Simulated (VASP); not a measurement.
# Be3SeO2 (P4/mmm) in VASP: relaxation of cell and atoms with PBE

Aim: the relaxation of cell and atoms of Be3SeO2 with PBE.

Program: VASP 6.6.1. These are calculated values, not measurements. Logs are shortened: lines on timing, memory, paths and dates and some standing lists are left out, and cuts for length are marked.

### 1 The cell of the first run

Symmetry: P4/mmm, No. 123, tetragonal system. The conventional cell has a = 2.411 Å, b = 2.411 Å, c = 17.148 Å, α = 90.00°, β = 90.00°, γ = 90.00°. Within 2.3 Å of Be (site symmetry 4mm) lie 4 O at 1.70 Å. Within 3.2 Å of Be (site symmetry 4/mmm) lie 4 Be at 2.41 Å. Se (site symmetry 4/mmm) has 4 Se at 2.41 Å within 3.2 Å. Within 2.3 Å of O (site symmetry 4mm) lie 4 Be at 1.70 Å.

### 2 Relaxation of cell and atoms, PBE

The input, INCAR:

```
SYSTEM = Be3SeO2
PREC = Accurate
ENCUT = 600
EDIFF = 1E-7
ISMEAR = 0
SIGMA = 0.1
LREAL = .FALSE.
LASPH = .TRUE.
NELM = 100
ALGO = Normal
ISIF = 3
LWAVE = .FALSE.
LCHARG = .FALSE.
GGA = PE
IBRION = 2
NSW = 100
EDIFFG = -0.01
```

The input, KPOINTS:

```
Automatic mesh
0
G
  16 16 4
  0 0 0
```

The input, POSCAR:

```
Be3SeO2
1.0
    2.4111591032      0.0000000000      0.0000000000
    0.0000000000      2.4111591032      0.0000000000
    0.0000000000      0.0000000000     17.1480075590
Be Se O
3 1 2
Direct
    0.0000000000      0.0000000000      0.7380227997
    0.0000000000      0.0000000000      0.2619772003
    0.0000000000      0.0000000000      0.5000000000
    0.5000000000      0.5000000000      0.0000000000
    0.5000000000      0.5000000000      0.2621981520
    0.5000000000      0.5000000000      0.7378018480
```

Potentials or basis: VASP PAW PBE potentials, release 64 (Be, Se, O).

On the command line:

```bash
$ cat potpaw_PBE.64/Be/POTCAR potpaw_PBE.64/Se/POTCAR potpaw_PBE.64/O/POTCAR > POTCAR
$ mpirun -np 1 vasp_std > vasp.out
```

OUTCAR:

```text
SYSTEM = Be3SeO2
   PREC = Accurate
   ENCUT = 600
   EDIFF = 1E-7
   ISMEAR = 0
   LREAL = .FALSE.
   LASPH = .TRUE.
   NELM = 100
   ISIF = 3
   GGA = PE
   IBRION = 2
   NSW = 100
   EDIFFG = -0.01

 ion  position               nearest neighbor table
   1  0.000  0.000  0.738-   6 1.70   6 1.70   6 1.70   6 1.70
   2  0.000  0.000  0.262-   5 1.70   5 1.70   5 1.70   5 1.70
   3  0.000  0.000  0.500-
   4  0.500  0.500  0.000-
   5  0.500  0.500  0.262-   2 1.70   2 1.70   2 1.70   2 1.70
   6  0.500  0.500  0.738-   1 1.70   1 1.70   1 1.70   1 1.70

  LATTYP: Found a simple tetragonal cell.
 ALAT       =     2.4111591032
 C/A-ratio  =     7.1119353079

  Lattice vectors:

 A1 = (   2.4111591032,   0.0000000000,   0.0000000000)
 A2 = (   0.0000000000,   2.4111591032,   0.0000000000)
 A3 = (   0.0000000000,   0.0000000000,  17.1480075590)

Analysis of symmetry for initial positions (statically):
=====================================================================
 Subroutine PRICEL returns:
 Original cell was already a primitive cell.

 Routine SETGRP: Setting up the symmetry group for a
 simple tetragonal supercell.

 Subroutine GETGRP returns: Found 16 space group operations
 (whereof 16 operations were pure point group operations)
 out of a pool of 16 trial point group operations.

The static configuration has the point symmetry D_4h.

Analysis of symmetry for dynamics (positions and initial velocities):
=====================================================================
 Subroutine PRICEL returns:
 Original cell was already a primitive cell.

 Routine SETGRP: Setting up the symmetry group for a
 simple tetragonal supercell.

 Subroutine GETGRP returns: Found 16 space group operations
 (whereof 16 operations were pure point group operations)
 out of a pool of 16 trial point group operations.

The dynamic configuration has the point symmetry D_4h.

 Subroutine INISYM returns: Found 16 space group operations
 (whereof 16 operations are pure point group operations),
 and found     1 'primitive' translations

----------------------------------------------------------------------------------------

                                     Primitive cell

  volume of cell :      99.6932

  direct lattice vectors                    reciprocal lattice vectors
     2.411159103  0.000000000  0.000000000     0.414738289  0.000000000  0.000000000
     0.000000000  2.411159103  0.000000000     0.000000000  0.414738289  0.000000000
     0.000000000  0.000000000 17.148007559     0.000000000  0.000000000  0.058315813

  length of vectors
     2.411159103  2.411159103 17.148007559     0.414738289  0.414738289  0.058315813

  position of ions in fractional coordinates (direct lattice)
     0.000000000  0.000000000  0.738022800
     0.000000000  0.000000000  0.261977200
     0.000000000  0.000000000  0.500000000
     0.500000000  0.500000000  0.000000000
     0.500000000  0.500000000  0.262198152
     0.500000000  0.500000000  0.737801848

  ion indices of the primitive-cell ions
   primitive index   ion index
                 1           1
                 2           2
                 3           3
                 4           4
                 5           5
                 6           6

----------------------------------------------------------------------------------------

 KPOINTS: Automatic mesh

Automatic generation of k-mesh.
 Grid dimensions read from file:
 generate k-points for:   16   16    4

 Generating k-lattice:

  Cartesian coordinates                     Fractional coordinates (reciprocal lattice)
     0.025921143  0.000000000  0.000000000     0.062500000  0.000000000  0.000000000
     0.000000000  0.025921143  0.000000000     0.000000000  0.062500000  0.000000000
     0.000000000  0.000000000  0.014578953     0.000000000  0.000000000  0.250000000

  Length of vectors
     0.025921143  0.025921143  0.014578953

  Shift w.r.t. Gamma in fractional coordinates (k-lattice)
     0.000000000  0.000000000  0.000000000

 Subroutine IBZKPT returns following result:
 ===========================================

 Found    135 irreducible k-points:

 Following reciprocal coordinates:
            Coordinates               Weight
  0.000000  0.000000  0.000000      1.000000
  0.062500  0.000000  0.000000      4.000000
  0.125000  0.000000  0.000000      4.000000
  0.187500  0.000000  0.000000      4.000000
  0.250000  0.000000  0.000000      4.000000
  0.312500  0.000000  0.000000      4.000000
[... 16 lines left out ...]
  0.437500  0.125000  0.000000      8.000000
  0.500000  0.125000  0.000000      4.000000
 [... further k-points ...]
   k-points           NKPTS =    135   k-points in BZ     NKDIM =    135   number of bands    NBANDS=     16
   number of dos      NEDOS =    301   number of ions     NIONS =      6
   total plane-waves  NPLWV =  56000
   dimension x,y,z NGX =    20 NGY =   20 NGZ =  140
   dimension x,y,z NGXF=    40 NGYF=   40 NGZF=  280
   ions per type =               3   1   2
   NGX,Y,Z   is equivalent  to a cutoff of  13.79, 13.79, 13.57 a.u.
   NGXF,Y,Z  is equivalent  to a cutoff of  27.58, 27.58, 27.15 a.u.
 SYSTEM =  Be3SeO2
   PREC   = accura    normal or accurate (medium, high low for compatibility)
   ISTART =      0    job   : 0-new  1-cont  2-samecut
   ICHARG =      2    charge: 1-file 2-atom 10-const
   ISPIN  =      1    spin polarized calculation?
   LNONCOLLINEAR =      F non collinear calculations
   LSORBIT =      F    spin-orbit coupling
   LASPH  =      T    aspherical Exc in radial PAW
   ENCUT  =  600.0 eV  44.10 Ry    6.64 a.u.   4.82  4.82 34.25*2*pi/ulx,y,z
   NELM   =    100;   NELMIN=  2; NELMDL= -5     # of ELM steps
   EDIFF  = 0.1E-06   stopping-criterion for ELM
   LREAL  =      F    real-space projection
   EDIFFG = -.1E-01   stopping-criterion for IOM
   NSW    =    100    number of steps for IOM
   IBRION =      2    ionic relax: 0-MD 1-quasi-New 2-CG
   NFREE  =      1    steps in history (QN), initial steepest desc. (CG)
   ISIF   =      3    stress and relaxation
   ISYM   =      2    0-nonsym 1-usesym 2-fastsym
   POTIM  = 0.5000    time-step for ionic-motion
   TEBEG  =    0.0;   TEEND  =   0.0 temperature during run
   PSTRESS=    0.0 pullay stress
   NELECT =      24.0000    total number of electrons
   NUPDOWN=      -1.0000    fix difference up-down
   EMIN   =  10.00;   EMAX   =-10.00  energy-range for DOS
   EFERMI =   0.00;   METHOD = LEGACY
   ISMEAR =     0;   SIGMA  =   0.10  broadening in eV -4-tet -1-fermi 0-gaus
   EFERMI_NEDOS =   21; number of points for ismear=-14 and -15
   IALGO  =     38    algorithm
   IMIX   =      4    mixing-type and parameters
     AMIX     =   0.40;   BMIX     =  1.00
     AMIX_MAG =   1.60;   BMIX_MAG =  1.00
  volume/ion in A,a.u.               =      16.62       112.13
  Fermi-wavevector in a.u.,A,eV,Ry     =   1.018412  1.924519 14.111455  1.037163
  Thomas-Fermi vector in A             =   2.151868
   LORBIT       =      0    0 simple, 1 ext, 2 COOP (PROOUT), +10 PAW based schemes
   GGA     = PE    functional components
   LHFCALC =     F    Hartree Fock is set to
   AEXX    =    0.0000 exact exchange contribution
   IVDW    =     0    specifies the selected vdW correction
   LEPSILON=     F    determine dielectric tensor
   LRPA    =     F    only Hartree local field effects (RPA)
 conjugate gradient relaxation of ions
 non-spin polarized calculation
 Gauss-broadening in eV      SIGMA  =   0.10
  energy-cutoff  :      600.00
  volume of cell :       99.69
 maximum number of plane-waves:      3368
 NGX is ok and might be reduce to    20
   NGX =  9   NGY =  9   NGZ = 69

--------------------------------------- Ionic step        1  -------------------------------------------

 number of electron      24.0000005 magnetization

 Free energy of the ion-electron system (eV)
  ---------------------------------------------------
  ext. energy  EPLUGINS =         0.00000000
  ---------------------------------------------------
  free energy    TOTEN  =       -31.04334287 eV

  energy without entropy =      -31.04008947  energy(sigma->0) =      -31.04171617

------------------------ aborting loop because EDIFF is reached ----------------------------------------

  FORCE on cell =-STRESS in cart. coord.  units (eV):
  Direction    XX          YY          ZZ          XY          YZ          ZX
  --------------------------------------------------------------------------------------
  -------------------------------------------------------------------------------------
  Total        0.1655623      0.1655623     -0.0765386      0.0000000     -0.0000000      0.0000000
  in kB        2.6607660      2.6607660     -1.2300575      0.0000000     -0.0000000      0.0000000
  external PRESSURE =       1.3638248 kB  Pullay stress =       0.0000000 kB

 VOLUME and BASIS-vectors are now :
 -----------------------------------------------------------------------------
  energy-cutoff  :      600.00
  volume of cell :       99.69
      direct lattice vectors                 reciprocal lattice vectors
     2.411159103  0.000000000  0.000000000     0.414738289  0.000000000  0.000000000
     0.000000000  2.411159103  0.000000000     0.000000000  0.414738289  0.000000000
     0.000000000  0.000000000 17.148007559     0.000000000  0.000000000  0.058315813
[... 241 lines left out ...]
 POSITION                                       TOTAL-FORCE (eV/Angst)
 -----------------------------------------------------------------------------------
     -0.00000      0.00000     12.48690         0.000000     -0.000000     -0.004955
     -0.00000      2.41272      4.43321        -0.000000      0.000000      0.004955
     -0.00000      0.00000      8.46006         0.000000      0.000000      0.000000
      1.20636      1.20636      0.00000         0.000000      0.000000      0.000000
      1.20636      1.20636      4.43761         0.000000     -0.000000     -0.003824
      1.20636      1.20636     12.48250        -0.000000      0.000000      0.003824
 -----------------------------------------------------------------------------------
    total drift:                                0.000000      0.000000     -0.000000

  FREE ENERGIE OF THE ION-ELECTRON SYSTEM (eV)
  ---------------------------------------------------
  free  energy   TOTEN  =       -31.0443748653 eV

  energy  without entropy=      -31.0411316680  energy(sigma->0) =      -31.04275327

--------------------------------------- Ionic step        8  -------------------------------------------

 number of electron      23.9999995 magnetization

 Free energy of the ion-electron system (eV)
  ---------------------------------------------------
  ext. energy  EPLUGINS =         0.00000000
  ---------------------------------------------------
  free energy    TOTEN  =       -31.04508696 eV

  energy without entropy =      -31.04184284  energy(sigma->0) =      -31.04346490

 E-fermi :   1.7169     XC(G=0):  -7.9818

 val. band max:        1.7162578973   @ k =   0.1250   0.1250   0.2500
 cond. band min:       1.7193138787   @ k =   0.1250   0.1250   0.0000
 fundamental gap:      0.0030559814
 Fermi energy:         1.7168512722

 k-point     1 :       0.0000    0.0000    0.0000
  band No.  band energies     occupation
      1     -17.8921      2.00000
      2     -17.8920      2.00000
      3     -16.0574      2.00000
      4      -4.1689      2.00000
      5      -3.9772      2.00000
      6      -3.2939      2.00000
[... 8 lines left out ...]
     15       6.3181      0.00000
     16       7.2091      0.00000
[... 419 lines left out ...]
 k-point    24 :       0.5000    0.1250    0.0000
  band No.  band energies     occupation
      1     -16.4704      2.00000
      2     -16.4704      2.00000
      3     -11.1815      2.00000
      4      -6.7927      2.00000
      5      -5.5093      2.00000
      6      -5.5090      2.00000
[... 8 lines left out ...]
     15       6.5311      0.00000
     16       6.8616      0.00000

 [... further k-points ...]
[... 5 lines left out ...]
  --------------------------------------------------------------------------------------
  -------------------------------------------------------------------------------------
  Total        0.0594824      0.0594824     -0.0379098      0.0000000     -0.0000000      0.0000000
  in kB        0.9819005      0.9819005     -0.6257918      0.0000000     -0.0000000      0.0000000
  external PRESSURE =       0.4460030 kB  Pullay stress =       0.0000000 kB

 VOLUME and BASIS-vectors are now :
 -----------------------------------------------------------------------------
  energy-cutoff  :      600.00
  volume of cell :       97.06
      direct lattice vectors                 reciprocal lattice vectors
     2.412347632  0.000000000  0.000000000     0.414533953 -0.000000000  0.000000000
     0.000000000  2.412347632  0.000000000     0.000000000  0.414533953 -0.000000000
    -0.000000000  0.000000000 16.678312470    -0.000000000 -0.000000000  0.059958104

 POSITION                                       TOTAL-FORCE (eV/Angst)
 -----------------------------------------------------------------------------------
      2.41235      0.00000     12.30793         0.000000     -0.000000     -0.009519
     -0.00000      0.00000      4.37038        -0.000000      0.000000      0.009519
      2.41235      2.41235      8.33916         0.000000      0.000000      0.000000
      1.20617      1.20617      0.00000         0.000000      0.000000      0.000000
      1.20617      1.20617      4.37550         0.000000     -0.000000     -0.008954
      1.20617      1.20617     12.30282        -0.000000      0.000000      0.008954
 -----------------------------------------------------------------------------------
    total drift:                                0.000000      0.000000     -0.000000

  FREE ENERGIE OF THE ION-ELECTRON SYSTEM (eV)
  ---------------------------------------------------
  free  energy   TOTEN  =       -31.0450869620 eV

  energy  without entropy=      -31.0418428395  energy(sigma->0) =      -31.04346490

 reached required accuracy - stopping structural energy minimisation
```

Wall time 32 min (1 thread of Intel Xeon Platinum 8175M at 2.50GHz (Skylake/Cascade Lake), shared host); peak memory 0.45 GiB.

Results:

```yaml
Free_energy: -31.0451 eV
Relaxed_volume: 16.18 Å³/atom
Relaxed_cell: a = 2.412 Å, b = 2.412 Å, c = 16.678 Å, α = 90.00°, β = 90.00°, γ = 90.00°
Space_group_after_relaxing_to_0.05_Å: P4/mmm (No. 123)
Energy_gained_by_relaxing: 0.3 meV/atom
Ionic_steps: 8
Pressure_after_relaxing: 0.0 GPa
Largest_force_after_relaxing: 0.010 eV/Å
Band_gap_on_the_k_mesh: zero (band 12 reaches 3.55 eV, above the bottom of band 13 at 0.38 eV)
```

Forces on the atoms (eV/Å):
```
Be   0.000  0.000 -0.010
Be   0.000  0.000  0.010
Be   0.000  0.000  0.000
Se   0.000  0.000  0.000
O    0.000  0.000 -0.009
O    0.000  0.000  0.009
```

Stress tensor (GPa, compression positive):
```
 0.10  0.00  0.00
 0.00  0.10  0.00
 0.00  0.00 -0.06
```

Step by step:
```
step  energy change (eV)  largest force (eV/Å)  pressure (GPa)  volume (Å³)
   1              0.0000                0.0018            0.14        99.69
   2             -0.0001                0.0023           -0.20        99.90
   3             -0.0001                0.0013           -0.05        99.81
   4             -0.0002                0.0010           -0.05        99.75
   5             -0.0003                0.0012           -0.05        99.57
   6             -0.0006                0.0025           -0.04        99.21
   7             -0.0010                0.0050           -0.01        98.50
   8             -0.0017                0.0095            0.04        97.06
```

Final structure:
```yaml
crystal:
  lattice:
    - [2.41235, 0.00000, 0.00000]
    - [0.00000, 2.41235, 0.00000]
    - [0.00000, 0.00000, 16.67831]
  atoms:
    - { symbol: Be, position: [0.00000, 0.00000, 0.73796] }
    - { symbol: Be, position: [0.00000, 0.00000, 0.26204] }
    - { symbol: Be, position: [0.00000, 0.00000, 0.50000] }
    - { symbol: Se, position: [0.50000, 0.50000, 0.00000] }
    - { symbol: O, position: [0.50000, 0.50000, 0.26235] }
    - { symbol: O, position: [0.50000, 0.50000, 0.73765] }
```

Caveat: this functional lacks dispersion, which binds the layers, so the pressure and a relaxed spacing across them are unreliable.
